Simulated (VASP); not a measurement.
Crystal: PrHRh3.

```
Pr H Rh
1.0
     5.29108    0.00000    0.00000
    -2.64554    4.58221    0.00000
     0.00000    0.00000    7.54023
Pr H Rh
2 2 6
Cartesian
  0.0000 0.0000 0.0000
  0.0000 0.0000 3.7701
  0.0000 0.0000 1.8851
  0.0000 0.0000 5.6552
  3.1584 0.0000 1.8851
  -1.5792 2.7353 1.8851
  1.0663 1.8470 1.8851
  2.1327 0.0000 5.6552
  -1.0663 1.8470 5.6552
  1.5792 2.7353 5.6552
```

The cell was generated, and may not be a known phase.

| Item | Value |
| --- | --- |
| Program | VASP 6.6.1 |
| Task | relaxation of cell and atoms |
| Functional | PBE |
| Potentials or basis | VASP PAW PBE potentials, release 64 (Pr_3, H, Rh_pv), 4f in core |
| Cutoff | 500 eV |
| k mesh | 4 × 4 × 2 |
| Occupations | gaussian, width 0.2 eV |
| Spin | no spin polarisation |

At the start: pressure -0.5 GPa; volume 18.28 Å³/atom.

**Question.** Where does the relaxation end?

**Answer.** Over 9 steps the energy falls by 697.2 meV/atom and the volume is 18.78 Å³/atom (+2.7 %); space group P6_3/mcm (No. 193, to 0.1 Å) before and after.

Step by step:
```
step  energy change (eV)  largest force (eV/Å)  pressure (GPa)  volume (Å³)
   1              0.0000                0.4285           -0.54       182.81
   2             -5.1191                1.1268            3.02       178.23
   3             -5.4110                2.1811            9.38       174.61
   4             -5.4875                1.9099            7.50       175.54
   5             -6.4780                1.1435           -5.50       197.87
   6             -6.4837                1.2291           -4.62       195.79
   7             -6.9220                0.0328           -0.11       189.37
   8             -6.9298                0.1321           -0.73       190.07
   9             -6.9720                0.0155           -0.15       187.80
```

Final structure:
```xyz
10
Lattice="4.7254 0.0000 0.0000 -2.3627 4.0923 0.0000 0.0000 0.0000 9.7115" Properties=species:S:1:pos:R:3 pbc="T T T"
Pr    0.0000    0.0000    0.0000
Pr    0.0000    0.0000    4.8558
H     0.0000    0.0000    2.4279
H     0.0000    0.0000    7.2836
Rh    2.9710    0.0000    2.4279
Rh   -1.4855    2.5729    2.4279
Rh    0.8772    1.5194    2.4279
Rh   -0.6082    4.0923    7.2836
Rh    3.8482    1.5194    7.2836
Rh    1.4855    2.5729    7.2836
```

Caveat: the k points lie up to 0.38 Å⁻¹ apart in the final cell; a cell axis changed by over 15 % at a fixed basis, so the end point is rough.
